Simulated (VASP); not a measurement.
# GaSb (P6_3/mmc) in VASP: further runs

GaSb is run at these levels: HSE06, r2SCAN+D4; tasks: single point.

Everything below comes from runs of VASP 6.6.1. Logs are shortened: lines on timing, memory, paths and dates and some standing lists are left out, and cuts for length are marked.

### Step 1. The cell of the first run

It takes space group P6_3/mmc (No. 194, hexagonal). The conventional cell has a = 3.981 Å, b = 3.981 Å, c = 6.948 Å, α = 90.00°, β = 90.00°, γ = 120.00°. Ga (site symmetry -3m) has 6 Sb at 2.88 Å and 2 Ga at 3.47 Å within 3.8 Å. Sb (site symmetry -6m2) has 6 Ga at 2.88 Å within 3.8 Å.

### Step 2. Single point, HSE06

Input file POSCAR:

```
GaSb
1.0
    3.9814331323      0.0000000000      0.0000000000
   -1.9907165661      3.4480222360      0.0000000000
    0.0000000000      0.0000000000      6.9476513402
Ga Sb
2 2
Direct
    0.0000000000      0.0000000000      0.0000000000
    0.0000000000      0.0000000000      0.5000000000
    0.3333333333      0.6666666667      0.2500000000
    0.6666666667      0.3333333333      0.7500000000
```

Input file INCAR.step1:

```
ALGO = Normal ; EDIFF = 1E-5
ENCUT = 520 ; GGA = PE
ISIF = 2 ; ISMEAR = -1
LASPH = T ; LCHARG = F
LREAL = F ; LWAVE = T
NBANDS = 26 ; NELM = 100
PREC = Accurate ; SIGMA = 0.02
```

Input file INCAR.step2:

```
ALGO = Normal ; EDIFF = 1E-6
ENCUT = 520 ; GGA = PE
HFSCREEN = 0.2079 ; ISIF = 2
ISMEAR = -1 ; ISTART = 1
LASPH = T ; LCHARG = F
LHFCALC = T ; LREAL = F
LWAVE = F ; NBANDS = 26
NELM = 100 ; PREC = Accurate
PRECFOCK = Normal ; SIGMA = 0.02
```

Input file KPOINTS:

```
k-points
0
Gamma
  6 6 2
```

Potentials or basis: VASP PAW PBE potentials, release 64 (Ga_d, Sb).

Command:

```console
> cat potpaw_PBE.64/Ga_d/POTCAR potpaw_PBE.64/Sb/POTCAR > POTCAR
> cp INCAR.step1 INCAR
> mpirun -np 1 vasp_std > vasp.out
> cp INCAR.step2 INCAR
> mpirun -np 1 vasp_std > vasp.out
```

OUTCAR:

```text
EDIFF = 1E-6
   ENCUT = 520
   GGA = PE
   HFSCREEN = 0.2079
   ISIF = 2
   ISMEAR = -1
   ISTART = 1
   LASPH = T
   LHFCALC = T
   LREAL = F
   NELM = 100
   PREC = Accurate
   PRECFOCK = Normal

 ion  position               nearest neighbor table
   1  0.000  0.000  0.000-   3 2.88   4 2.88   3 2.88   4 2.88   4 2.88   3 2.88
   2  0.000  0.000  0.500-   3 2.88   4 2.88   3 2.88   4 2.88   4 2.88   3 2.88
   3  0.333  0.667  0.250-   1 2.88   2 2.88   1 2.88   2 2.88   1 2.88   2 2.88
   4  0.667  0.333  0.750-   1 2.88   2 2.88   1 2.88   2 2.88   1 2.88   2 2.88

  LATTYP: Found a hexagonal cell.
 ALAT       =     3.9814331323
 C/A-ratio  =     1.7450126900

  Lattice vectors:

 A1 = (   3.9814331323,   0.0000000000,   0.0000000000)
 A2 = (  -1.9907165661,   3.4480222360,   0.0000000000)
 A3 = (   0.0000000000,   0.0000000000,   6.9476513402)

Analysis of symmetry for initial positions (statically):
=====================================================================
 Subroutine PRICEL returns:
 Original cell was already a primitive cell.

 Routine SETGRP: Setting up the symmetry group for a
 hexagonal supercell.

 Subroutine GETGRP returns: Found 24 space group operations
 (whereof 12 operations were pure point group operations)
 out of a pool of 24 trial point group operations.

The static configuration has the point symmetry D_3d.
 The point group associated with its full space group is D_6h.

Analysis of symmetry for dynamics (positions and initial velocities):
=====================================================================
 Subroutine PRICEL returns:
 Original cell was already a primitive cell.

 Routine SETGRP: Setting up the symmetry group for a
 hexagonal supercell.

 Subroutine GETGRP returns: Found 24 space group operations
 (whereof 12 operations were pure point group operations)
 out of a pool of 24 trial point group operations.

The dynamic configuration has the point symmetry D_3d.
 The point group associated with its full space group is D_6h.

 Subroutine INISYM returns: Found 24 space group operations
 (whereof 12 operations are pure point group operations),
 and found     1 'primitive' translations

----------------------------------------------------------------------------------------

                                     Primitive cell

  volume of cell :      95.3778

  direct lattice vectors                    reciprocal lattice vectors
     3.981433132  0.000000000  0.000000000     0.251165841  0.145010666  0.000000000
    -1.990716566  3.448022236  0.000000000     0.000000000  0.290021332  0.000000000
     0.000000000  0.000000000  6.947651340     0.000000000  0.000000000  0.143933533

  length of vectors
     3.981433132  3.981433132  6.947651340     0.290021332  0.290021332  0.143933533

  position of ions in fractional coordinates (direct lattice)
     0.000000000  0.000000000  0.000000000
     0.000000000  0.000000000  0.500000000
     0.333333333  0.666666667  0.250000000
     0.666666667  0.333333333  0.750000000

  ion indices of the primitive-cell ions
   primitive index   ion index
                 1           1
                 2           2
                 3           3
                 4           4

----------------------------------------------------------------------------------------

 KPOINTS: k-points

Automatic generation of k-mesh.
 Grid dimensions read from file:
 generate k-points for:    6    6    2

 Generating k-lattice:

  Cartesian coordinates                     Fractional coordinates (reciprocal lattice)
     0.041860973  0.024168444  0.000000000     0.166666667  0.000000000  0.000000000
     0.000000000  0.048336889  0.000000000     0.000000000  0.166666667  0.000000000
     0.000000000  0.000000000  0.071966766     0.000000000  0.000000000  0.500000000

  Length of vectors
     0.048336889  0.048336889  0.071966766

  Shift w.r.t. Gamma in fractional coordinates (k-lattice)
     0.000000000  0.000000000  0.000000000

 Subroutine IBZKPT returns following result:
 ===========================================

 Found     14 irreducible k-points:

 Following reciprocal coordinates:
            Coordinates               Weight
  0.000000  0.000000  0.000000      1.000000
  0.166667 -0.000000  0.000000      6.000000
  0.333333  0.000000  0.000000      6.000000
  0.500000  0.000000  0.000000      3.000000
  0.166667  0.166667  0.000000      6.000000
  0.333333  0.166667  0.000000     12.000000
  0.333333  0.333333  0.000000      2.000000
  0.000000  0.000000  0.500000      1.000000
  0.166667 -0.000000  0.500000      6.000000
  0.333333  0.000000  0.500000      6.000000
  0.500000  0.000000  0.500000      3.000000
  0.166667  0.166667  0.500000      6.000000
  0.333333  0.166667  0.500000     12.000000
  0.333333  0.333333  0.500000      2.000000
   k-points           NKPTS =     14   k-points in BZ     NKDIM =     72   number of bands    NBANDS=     26
   number of dos      NEDOS =    301   number of ions     NIONS =      4
   total plane-waves  NPLWV =  48600
   dimension x,y,z NGX =    30 NGY =   30 NGZ =   54
   dimension x,y,z NGXF=    60 NGYF=   60 NGZF=  108
   ions per type =               2   2
   NGX,Y,Z   is equivalent  to a cutoff of  12.53, 12.53, 12.92 a.u.
   NGXF,Y,Z  is equivalent  to a cutoff of  25.05, 25.05, 25.84 a.u.
 SYSTEM =  unknown system
   PREC   = accura    normal or accurate (medium, high low for compatibility)
   ISTART =      1    job   : 0-new  1-cont  2-samecut
   ICHARG =      0    charge: 1-file 2-atom 10-const
   ISPIN  =      1    spin polarized calculation?
   LNONCOLLINEAR =      F non collinear calculations
   LSORBIT =      F    spin-orbit coupling
   LASPH  =      T    aspherical Exc in radial PAW
   ENCUT  =  520.0 eV  38.22 Ry    6.18 a.u.   7.40  7.40 12.92*2*pi/ulx,y,z
   NELM   =    100;   NELMIN=  2; NELMDL=  0     # of ELM steps
   EDIFF  = 0.1E-05   stopping-criterion for ELM
   LREAL  =      F    real-space projection
   EDIFFG = 0.1E-04   stopping-criterion for IOM
   NSW    =      0    number of steps for IOM
   IBRION =     -1    ionic relax: 0-MD 1-quasi-New 2-CG
   NFREE  =      0    steps in history (QN), initial steepest desc. (CG)
   ISIF   =      2    stress and relaxation
   ISYM   =      3    0-nonsym 1-usesym 2-fastsym
   POTIM  = 0.5000    time-step for ionic-motion
   TEBEG  =    0.0;   TEEND  =   0.0 temperature during run
   PSTRESS=    0.0 pullay stress
   NELECT =      36.0000    total number of electrons
   NUPDOWN=      -1.0000    fix difference up-down
   EMIN   =  10.00;   EMAX   =-10.00  energy-range for DOS
   EFERMI =   0.00;   METHOD = LEGACY
   ISMEAR =    -1;   SIGMA  =   0.02  broadening in eV -4-tet -1-fermi 0-gaus
   EFERMI_NEDOS =   21; number of points for ismear=-14 and -15
   IALGO  =     38    algorithm
   IMIX   =      1    mixing-type and parameters
     AMIX     =   0.40;   BMIX     =  1.00
     AMIX_MAG =   1.60;   BMIX_MAG =  1.00
  volume/ion in A,a.u.               =      23.84       160.91
  Fermi-wavevector in a.u.,A,eV,Ry     =   1.183114  2.235761 19.044865  1.399758
  Thomas-Fermi vector in A             =   2.319355
   LORBIT       =      0    0 simple, 1 ext, 2 COOP (PROOUT), +10 PAW based schemes
   GGA     = PE    functional components
   LHFCALC =     T    Hartree Fock is set to
   PRECFOCK=normal    Normal, Fast or Accurate (Low or Medium for compatibility)
   ENCUT4O =  -1.0   cutoff for four orbital integrals eV
   NKREDX  =     1    reduce k-point grid by
   NKREDY  =     1    reduce k-point grid by
   NKREDZ  =     1    reduce k-point grid by
   AEXX    =    0.2500 exact exchange contribution
   HFSCREEN=    0.2079 screening length (either q_TF or 0.3 A-1)
   HFSCREENC=   0.2079 screening length for correlation (either q_TF or 0.3 A-1)
   ENCUTFOCK=  -1.0 apply spherical cutoff to Coloumb kernel
   IVDW    =     0    specifies the selected vdW correction
   LEPSILON=     F    determine dielectric tensor
   LRPA    =     F    only Hartree local field effects (RPA)
 non-spin polarized calculation
  energy-cutoff  :      520.00
  volume of cell :       95.38
 maximum number of plane-waves:      2599
 NGX is ok and might be reduce to    30
  NGX = 24; NGY = 24; NGZ = 40

 number of electron      36.0000000 magnetization

 Free energy of the ion-electron system (eV)
  ---------------------------------------------------
  ext. energy  EPLUGINS =         0.00000000
  ---------------------------------------------------
  free energy    TOTEN  =       -16.61631747 eV

  energy without entropy =      -16.61198564  energy(sigma->0) =      -16.61415156

 E-fermi :   6.2463     XC(G=0):  -8.4936

 val. band max:        6.2262759108   @ k =   0.1667  -0.0000   0.5000
 cond. band min:       6.2748847695   @ k =   0.0000   0.0000   0.0000
 fundamental gap:      0.0486088587
 Fermi energy:         6.2462602520

 k-point     1 :       0.0000    0.0000    0.0000
  band No.  band energies     occupation
      1     -11.3657      2.00000
      2     -11.3657      2.00000
      3     -11.3633      2.00000
      4     -11.3357      2.00000
      5     -11.3357      2.00000
      6     -11.3147      2.00000
[... 18 lines left out ...]
     25      11.9447      0.00000
     26      11.9538      0.00000

 k-point     2 :       0.1667   -0.0000    0.0000
  band No.  band energies     occupation
      1     -11.3790      2.00000
      2     -11.3654      2.00000
      3     -11.3611      2.00000
      4     -11.3408      2.00000
      5     -11.3339      2.00000
      6     -11.3162      2.00000
[... 18 lines left out ...]
     25      12.4081      0.00000
     26      13.1426      0.00000

 k-point     3 :       0.3333    0.0000    0.0000
  band No.  band energies     occupation
      1     -11.4052      2.00000
      2     -11.3662      2.00000
      3     -11.3568      2.00000
      4     -11.3515      2.00000
      5     -11.3315      2.00000
      6     -11.3189      2.00000
[... 282 lines left out ...]
 k-point    13 :       0.3333    0.1667    0.5000
  band No.  band energies     occupation
      1     -11.3813      2.00000
      2     -11.3813      2.00000
      3     -11.3540      2.00000
      4     -11.3540      2.00000
      5     -11.3201      2.00000
      6     -11.3201      2.00000
[... 18 lines left out ...]
     25      14.9021      0.00000
     26      14.9021      0.00000

 k-point    14 :       0.3333    0.3333    0.5000
  band No.  band energies     occupation
      1     -11.3775      2.00000
      2     -11.3775      2.00000
      3     -11.3617      2.00000
      4     -11.3617      2.00000
      5     -11.3167      2.00000
      6     -11.3167      2.00000
[... 18 lines left out ...]
     25      14.8908      0.00000
     26      14.8908      0.00000

------------------------ aborting loop because EDIFF is reached ----------------------------------------

  FORCE on cell =-STRESS in cart. coord.  units (eV):
  Direction    XX          YY          ZZ          XY          YZ          ZX
  --------------------------------------------------------------------------------------
  -------------------------------------------------------------------------------------
  Total       -0.6791766     -0.6791766     -0.6718901     -0.0000000      0.0000000      0.0000000
  in kB      -11.4089526    -11.4089526    -11.2865531     -0.0000000      0.0000000      0.0000000
  external PRESSURE =     -11.3681528 kB  Pullay stress =       0.0000000 kB

 VOLUME and BASIS-vectors are now :
 -----------------------------------------------------------------------------
  energy-cutoff  :      520.00
  volume of cell :       95.38
      direct lattice vectors                 reciprocal lattice vectors
     3.981433132  0.000000000  0.000000000     0.251165841  0.145010666  0.000000000
    -1.990716566  3.448022236  0.000000000     0.000000000  0.290021332  0.000000000
     0.000000000  0.000000000  6.947651340     0.000000000  0.000000000  0.143933533

 POSITION                                       TOTAL-FORCE (eV/Angst)
 -----------------------------------------------------------------------------------
      0.00000      0.00000      0.00000        -0.000000     -0.000000      0.000000
      0.00000      0.00000      3.47383         0.000000     -0.000000      0.000000
     -0.00000      2.29868      1.73691         0.000000     -0.000000     -0.000000
      1.99072      1.14934      5.21074        -0.000000      0.000000      0.000000
 -----------------------------------------------------------------------------------
    total drift:                                0.000020     -0.000012     -0.000000

  FREE ENERGIE OF THE ION-ELECTRON SYSTEM (eV)
  ---------------------------------------------------
  free  energy   TOTEN  =       -16.6163174719 eV

  energy  without entropy=      -16.6119856406  energy(sigma->0) =      -16.61415156
```

Wall time 75 min (1 thread of Intel Xeon Platinum 8259CL at 2.50GHz (Skylake/Cascade Lake), shared host); peak memory 0.37 GiB.

What came out:

```yaml
Free_energy: -16.6163 eV
Pressure: -1.1 GPa
Band_gap_on_the_k_mesh: zero (band 18 reaches 7.56 eV, above the bottom of band 19 at 3.28 eV)
```

Levels at points of the mesh, in eV from the Fermi level:
```csv
k point,band 15,band 16,band 17,band 18,band 19,band 20,band 21,band 22
"(0.00, 0.00, 0.00)",0.03,0.35,0.35,1.03,1.03,3.58,4.59,4.59
"(0.50, 0.00, 0.00)",-5.11,-4.16,-2.29,0.64,1.40,1.53,2.80,3.16
"(0.00, 0.00, 0.50)",0.72,0.72,0.72,0.72,2.66,2.66,4.50,4.50
"(0.50, 0.00, 0.50)",-1.74,-1.74,-1.33,-1.33,-0.89,-0.89,3.46,3.46
```

Caveat: the k points lie up to 0.45 Å⁻¹ apart; the PAW data sets were made with another functional, which shifts forces and pressure a little; spin-orbit coupling is left out, which moves the levels of the heavy elements.

### Step 3. Single point, r2SCAN+D4

POSCAR is that of step 2.

Input file INCAR.step1:

```
SYSTEM = GaSb
PREC = Accurate ; ENCUT = 520
ISMEAR = -1 ; SIGMA = 0.02
LREAL = .FALSE. ; LASPH = .TRUE.
NELM = 100 ; NBANDS = 26
GGA = PE ; ALGO = Normal
EDIFF = 1E-4 ; LWAVE = .TRUE.
LCHARG = .FALSE.
```

Input file INCAR.step2:

```
SYSTEM = GaSb
PREC = Accurate ; ENCUT = 520
EDIFF = 1E-6 ; ISMEAR = -1
SIGMA = 0.02 ; LREAL = .FALSE.
LASPH = .TRUE. ; NELM = 100
ALGO = Normal ; ISIF = 2
LWAVE = .FALSE. ; LCHARG = .FALSE.
METAGGA = R2SCAN ; LMIXTAU = .TRUE.
IVDW = 13 ; VDW_S6 = 1.0
VDW_S8 = 0.6018749 ; VDW_A1 = 0.51559235
VDW_A2 = 5.77342911 ; NBANDS = 26
ISTART = 1
```

Input file KPOINTS:

```
Automatic mesh
0
G
  6 6 4
  0 0 0
```

Potentials or basis: VASP PAW PBE potentials, release 64 (Ga_d, Sb).

Command:

```console
> cat potpaw_PBE.64/Ga_d/POTCAR potpaw_PBE.64/Sb/POTCAR > POTCAR
> cp INCAR.step1 INCAR
> mpirun -np 1 vasp_std > vasp.out
> cp INCAR.step2 INCAR
> mpirun -np 1 vasp_std > vasp.out
```

Run time: 3.1 min. Hardware: 1 thread of Intel Xeon Platinum 8259CL at 2.50GHz (Skylake/Cascade Lake), shared host; peak memory 0.24 GiB.

The run converged. Its results:

```
Free energy                : -74.6561 eV
Pressure                   : -1.0 GPa
Band gap on the k mesh     : zero (band 18 reaches 7.54 eV, above the bottom of band 19 at 3.57 eV)
Dispersion energy per atom : -0.167 eV
```

Levels at points of the mesh, in eV from the Fermi level:
```tsv
k point	band 16	band 17	band 18	band 19	band 20	band 21
(0.00, 0.00, 0.00)	0.20	0.20	0.88	0.88	3.43	4.07
(0.50, 0.00, 0.00)	-3.93	-2.21	0.53	1.22	1.38	2.45
(0.00, 0.00, 0.50)	0.57	0.57	0.57	2.44	2.44	4.10
(0.50, 0.00, 0.50)	-1.68	-1.32	-1.32	-0.99	-0.99	3.30
```

Caveat: the PAW data sets were made with another functional, which shifts forces and pressure a little; spin-orbit coupling is left out, which moves the levels of the heavy elements; pairwise dispersion overbinds metals, which lowers pressure and volume.
